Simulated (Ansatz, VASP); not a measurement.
Cd in VASP and in Ansatz

The input INCAR:

```
SYSTEM = Cd
PREC = Accurate ; ENCUT = 520
EDIFF = 1E-6 ; ISMEAR = -1
SIGMA = 0.1 ; LREAL = .FALSE.
LASPH = .TRUE. ; NELM = 60
ALGO = Normal ; ISIF = 2
LWAVE = .FALSE. ; LCHARG = .FALSE.
GGA = PS ; NBANDS = 32
```

The input KPOINTS:

```
regular mesh
0
G
  13 13 4
  0 0 0
```

The input POSCAR:

```
Cd
1.0
    3.0744289786      0.0000000000      0.0000000000
   -1.5372144893      2.6625335976      0.0000000000
    0.0000000000      0.0000000000      9.7890828795
Cd
4
Direct
    1.0000000000      0.0000000000      0.0000000000
    1.0000000000      0.0000000000      0.5000000000
    0.3333333333      0.6666666667      0.2500000000
    0.6666666667      0.3333333333      0.7500000000
```

Input for Ansatz:

```yaml
crystal:
  lattice:
    - [3.0744289786, 0.0, 0.0]
    - [-1.5372144893, 2.6625335976, 0.0]
    - [0.0, 0.0, 9.7890828795]
  atoms:
    - { symbol: Cd, position: [1.0, 0.0, 0.0] }
    - { symbol: Cd, position: [1.0, 0.0, 0.5] }
    - { symbol: Cd, position: [0.3333333333, 0.6666666667, 0.25] }
    - { symbol: Cd, position: [0.6666666667, 0.3333333333, 0.75] }
hamiltonian:
  xc: pbesol
  pseudopotentials:
    kind: paw
    azcp:
      Cd: "pseudopotentials/Cd.paw.azcp"
basis:
  ecutwfc: 420
  fft_grid_basis: typed
kpoints:
  mp_grid: { grid: [13, 13, 4], shift: [0, 0, 0] }
magnetization:
  spin_polarized: false
scf:
  occupations: { method: fermi_dirac, width: 0.1 }
  lower_state_search: "off"
output:
  stress: true
```

Alike in both runs: task single point; functional PBEsol; k mesh 13 × 13 × 4; occupations fermi-dirac, width 0.1 eV; no spin polarisation.

|  | VASP | Ansatz |
| --- | --- | --- |
| version | VASP 6.6.1 | Ansatz 0.2.0 |
| potentials or method | VASP PAW PBE potentials, release 64 (Cd), cutoff 520 eV | plane waves (420 eV) with PAW, scalar-relativistic |
| valence electrons in the cell | 48 | 80 |

|  | VASP | Ansatz | Ansatz less VASP |
| --- | --- | --- | --- |
| pressure (GPa) | 3.2 | 2.8 | -0.44 |
| traceless stress, the component that is largest in VASP (GPa) | 0.26 | 0.24 | -0.016 |

VASP's potentials were made for PBE, not for PBEsol, and Ansatz warns of the same on its side. With one functional, cell and mesh, what is left measures potentials, basis and numerics. VASP's potentials hold 48 valence electrons a cell and Ansatz's 80, so a difference there can come from the potentials and not from the codes.
